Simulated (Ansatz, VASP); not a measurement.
**AlN in VASP and in Ansatz**

The input INCAR:

```
  PREC = Accurate
  ENCUT = 600
  EDIFF = 1E-6
  ISMEAR = 0
  SIGMA = 0.05
  LREAL = F
  LASPH = T
  NELM = 120
  ALGO = Normal
  ISIF = 2
  LWAVE = F
  LCHARG = F
  GGA = PE
  IVDW = 12
  NBANDS = 11
  GGA_COMPAT = F
```

Contents of KPOINTS:

```
regular mesh
0
Gamma
  10 10 10
```

The input POSCAR:

```
AlN
1.0
    0.0000000000      2.0176568274      2.0176568274
    2.0176568274      0.0000000000      2.0176568274
    2.0176568274      2.0176568274      0.0000000000
Al N
1 1
Direct
    0.0000000000      0.0000000000      0.0000000000
    0.5000000000      0.5000000000      0.5000000000
```

Input for Ansatz:

```yaml
crystal:
  lattice:
    - [0.0, 2.0176568274, 2.0176568274]
    - [2.0176568274, 0.0, 2.0176568274]
    - [2.0176568274, 2.0176568274, 0.0]
  atoms:
    - { symbol: Al, position: [0.0, 0.0, 0.0] }
    - { symbol: "N", position: [0.5, 0.5, 0.5] }
basis:
  ecutwfc: 420
  ecutrho_ratio: 4
kpoints:
  mp_grid: { grid: [10, 10, 10] }
hamiltonian:
  xc: pbe
  dispersion: d3bj
scf:
  occupations: { method: gaussian, width: 0.05 }
output:
  forces: true
  stress: true
  eigenvalues: true
```

Alike in both runs: task single point; functional PBE; dispersion D3(BJ); k mesh 10 × 10 × 10; occupations gaussian, width 0.05 eV; no spin polarisation.

|  | VASP | Ansatz |
| --- | --- | --- |
| version | VASP 6.6.1 | Ansatz 0.2.0 |
| potentials or method | VASP PAW PBE potentials, release 64 (Al, N), cutoff 600 eV | scalar-relativistic, plane waves, PAW |
| valence electrons in the cell | 8 | 8 |

Ansatz gave:

* gap on the k mesh at the Fermi level (eV): 4.69
* least direct gap on the mesh (eV): 5.75
* pressure (GPa): 0.0

Problem. What did VASP give for the same quantities?

Solution. gap on the k mesh at the Fermi level (eV): 4.66; least direct gap on the mesh (eV): 5.76; pressure (GPa): -0.4.
